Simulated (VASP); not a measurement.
**In: single point with PBE+D3(BJ)**

In:

```
In
1.0
     3.33548    0.00000    0.00000
    -1.66774    2.88861    0.00000
     0.00000    0.00000    5.50914
In
2
Direct
  0.33333 0.66667 0.25000
  0.66667 0.33333 0.75000
```

```json
{
  "Program": "VASP 6.6.1",
  "Task": "single point",
  "Functional": "PBE",
  "Dispersion": "D3(BJ)",
  "Potentials or basis": "VASP PAW PBE potentials, release 64 (In_d)",
  "Cutoff": "520 eV",
  "k mesh": "18 × 18 × 10",
  "Occupations": "gaussian, width 0.15 eV",
  "Spin": "no spin polarisation",
  "Dipole correction": "no",
  "Further INCAR settings": "ALGO = Fast; EDIFF = 1e-06; NBANDS = 20"
}
```

```json
{
 "Pressure": "-0.5 GPa",
 "Band gap on the k mesh": "zero (band 13 reaches 10.84 eV, above the bottom of band 14 at 4.75 eV)",
 "Dispersion energy per atom": "-0.333 eV"
}
```

Stress tensor (GPa, compression positive):
```
-0.40  0.00  0.00
 0.00 -0.40  0.00
 0.00  0.00 -0.78
```

Levels at points of the mesh, in eV from the Fermi level:
| k point | band 10 | band 11 | band 12 | band 13 | band 14 | band 15 | band 16 | band 17 |
| --- | --- | --- | --- | --- | --- | --- | --- | --- |
| (0.00, 0.00, 0.00) | -14.36 | -9.48 | -4.47 | -3.39 | 8.35 | 8.35 | 10.16 | 10.16 |
| (0.50, 0.00, 0.00) | -14.31 | -4.85 | -4.13 | 0.07 | 0.30 | 0.88 | 2.88 | 4.07 |
| (0.00, 0.00, 0.50) | -14.42 | -8.13 | -8.13 | 2.88 | 2.88 | 9.35 | 9.35 | 9.35 |
| (0.50, 0.00, 0.50) | -14.32 | -3.58 | -3.58 | -2.65 | -2.65 | 5.58 | 5.58 | 6.04 |

Run time: 9.3 min on 1 thread of Intel Xeon 6975P-C, on a shared host, peak memory 0.32 GiB.

Caveat: spin-orbit coupling is left out, which moves the levels of the heavy elements; pairwise dispersion overbinds metals, which lowers pressure and volume.
